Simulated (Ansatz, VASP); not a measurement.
## SiNi in VASP and in Ansatz

The input INCAR:

```
ALGO = Normal ; EDIFF = 1E-6
ENCUT = 520 ; GGA = PE
ISIF = 2 ; ISMEAR = 0
ISPIN = 2 ; LASPH = True
LCHARG = False ; LMAXMIX = 4
LORBIT = 11 ; LREAL = False
LWAVE = False ; MAGMOM = 1 1 1 1 0 0 0 0
NBANDS = 42 ; NELM = 150
PREC = Accurate ; SIGMA = 0.013000000000000001
```

The input KPOINTS:

```
k-points
0
Gamma
  6 6 6
```

Contents of POSCAR:

```
SiNi
1.0
    4.5036940000      0.0000000000      0.0000000000
    0.0000000000      4.5036940000      0.0000000000
    0.0000000000      0.0000000000      4.5036940000
Ni Si
4 4
Direct
    0.1495040000      0.1495040000      0.1495040000
    0.6495040000      0.3504960000      0.8504960000
    0.8504960000      0.6495040000      0.3504960000
    0.3504960000      0.8504960000      0.6495040000
    0.8468300000      0.8468300000      0.8468300000
    0.3468300000      0.6531700000      0.1531700000
    0.1531700000      0.3468300000      0.6531700000
    0.6531700000      0.1531700000      0.3468300000
```

The input input.yaml:

```yaml
crystal:
  lattice:
    - [4.503694, 0.0, 0.0]
    - [0.0, 4.503694, 0.0]
    - [0.0, 0.0, 4.503694]
  atoms:
    - { symbol: Ni, position: [0.149504, 0.149504, 0.149504], spin: 1.0 }
    - { symbol: Ni, position: [0.649504, 0.350496, 0.850496], spin: 1.0 }
    - { symbol: Ni, position: [0.850496, 0.649504, 0.350496], spin: 1.0 }
    - { symbol: Ni, position: [0.350496, 0.850496, 0.649504], spin: 1.0 }
    - { symbol: Si, position: [0.84683, 0.84683, 0.84683] }
    - { symbol: Si, position: [0.34683, 0.65317, 0.15317] }
    - { symbol: Si, position: [0.15317, 0.34683, 0.65317] }
    - { symbol: Si, position: [0.65317, 0.15317, 0.34683] }
hamiltonian:
  xc: pbe
  pseudopotentials: { kind: paw }
magnetization:
  spin_polarized: true
kpoints:
  mp_grid: { grid: [6, 6, 6] }
scf:
  occupations: { method: gaussian, width: 0.013 }
output:
  forces: true
  stress: true
  eigenvalues: true
  write_density: true
  write_potential: true
  elf: true
  volumetric_format: npy
```

Alike in both runs: task single point; functional PBE; k mesh 6 × 6 × 6; occupations gaussian, width 0.013 eV; collinear spin.

|  | VASP | Ansatz |
| --- | --- | --- |
| version | VASP 6.6.1 | Ansatz 0.2.0 |
| potentials or method | VASP PAW PBE potentials, release 64 (Ni, Si) | Ansatz PAW |
| plane-wave cutoff (eV) | 520 | 420 |
| valence electrons in the cell | 56 | 88 |

|  | VASP | Ansatz | Ansatz less VASP |
| --- | --- | --- | --- |
| gap on the k mesh at the Fermi level (eV) | none | none | - |
| pressure (GPa) | 1.7 | 1.7 | -0.02 |
| rms of the force components (eV/Å) | 0.015 | 0.014 | -0.0006 |
| net moment per atom (μB) | 0.00 | 0.00 | 0.000 |

Atom by atom the forces differ by 0.002 eV/Å (rms over components). A gap of «none» marks a metal or a gap that the smearing closes. VASP's potentials hold 56 valence electrons a cell and Ansatz's 88, so a difference there can come from the potentials and not from the codes.
